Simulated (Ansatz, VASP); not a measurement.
# One calculation of C, two programs

POSCAR

```
C
1.0
    2.4562300000      0.0000000000      0.0000000000
   -1.2281150000      2.1271575775      0.0000000000
    0.0000000000      0.0000000000     24.1339600000
C
4
Direct
    0.0000000000      0.0000000000      0.5704700000
    0.0000000000      0.0000000000      0.4295300000
    0.3333333333      0.6666666667      0.4295200000
    0.6666666667      0.3333333333      0.5704800000
```

The input INCAR.step1:

```
SYSTEM = C
PREC = Accurate ; ENCUT = 600
ISMEAR = 1 ; SIGMA = 0.15
LREAL = .False. ; LASPH = .True.
NELM = 80 ; GGA = PE
ALGO = Normal ; EDIFF = 1E-4
LWAVE = .True. ; LCHARG = .False.
```

INCAR.step2

```
SYSTEM = C
PREC = Accurate ; ENCUT = 600
EDIFF = 1E-7 ; ISMEAR = 1
SIGMA = 0.15 ; LREAL = .False.
LASPH = .True. ; NELM = 80
ALGO = Normal ; ISIF = 3
LWAVE = .False. ; LCHARG = .False.
METAGGA = R2SCAN ; LMIXTAU = .True.
IBRION = 2 ; NSW = 80
EDIFFG = -0.05 ; ISTART = 1
```

The input KPOINTS:

```
Automatic mesh
0
Gamma
  12 12 1
  0 0 0
```

Input for Ansatz:

```yaml
crystal:
  lattice:
    a: 2.45623
    b: 2.45623
    c: 24.13396
    alpha: 90.0
    beta: 90.0
    gamma: 120.0
  space_group: 164
  atoms:
    - { symbol: C, position: [0.0, 0.0, 0.57047] }
    - { symbol: C, position: [0.3333333333333333, 0.6666666666666666, 0.42952] }
kpoints:
  mp_grid:
    grid: [12, 12, 1]
    shift: [0.0, 0.0, 0.0]
hamiltonian:
  xc: r2scan
  dispersion: none
scf:
  occupations:
    method: cold
    width: 0.15
relax:
  f_tol: 0.05
  cell: {}
```

Alike in both runs: task relaxation of cell and atoms; functional r2SCAN; k mesh 12 × 12 × 1; no spin polarisation.

```csv
,VASP,Ansatz
version,VASP 6.6.1,Ansatz 0.2.0
potentials or method,"VASP PAW PBE potentials, release 64 (C)","plane waves, PAW"
plane-wave cutoff (eV),600,500
occupations,"methfessel-paxton of order 1, width 0.15 eV","cold, width 0.15 eV"
valence electrons in the cell,16,16
```

Ansatz gave:

```
relaxed volume (Å³/atom)                                        : 31.56
relaxed length of the cell vector where the two differ most in proportion (Å) : 24.169
```

Problem. Estimate VASP's values.

Solution. Relaxed volume (Å³/atom): 31.52; relaxed length of the cell vector where the two differ most in proportion (Å): 24.134.

VASP's potentials were made for PBE, not for r2SCAN.

Noted on VASP's run: the relaxation stopped at its first step, so nothing moved.
